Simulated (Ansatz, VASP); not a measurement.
**Ag: VASP beside Ansatz**

```
Ag
1.0
     0.00000    2.07885    2.04310
     2.04310    0.00000    2.04310
     2.04310    2.07885    0.00000
Ag
1
Direct
  0.00000 0.00000 0.00000
```

Change from the starting cell: strain +0.0175 x Voigt [0, 1, 0, 0, 0, 0], atoms carried along.

Alike in both runs: task single point; functional r2SCAN; k mesh 20 × 20 × 20; occupations gaussian, width 0.15 eV; no spin polarisation.

|  | VASP | Ansatz |
| --- | --- | --- |
| version | VASP 6.6.1 | Ansatz 0.2.0 |
| potentials or method | VASP PAW PBE potentials, release 64 (Ag), cutoff 520 eV | scalar-relativistic, plane waves, PAW |
| valence electrons in the cell | 11 | 19 |

|  | VASP | Ansatz | Ansatz less VASP |
| --- | --- | --- | --- |
| gap on the k mesh at the Fermi level (eV) | none | none | - |
| pressure (GPa) | -0.3 | -0.4 | -0.13 |
| traceless stress, the component that is largest in VASP (GPa) | -0.45 | -0.44 | +0.009 |

VASP's potentials were made for PBE, not for r2SCAN. A gap of «none» marks a metal or a gap that the smearing closes. VASP's potentials hold 11 valence electrons a cell and Ansatz's 19, so a difference there can come from the potentials and not from the codes.
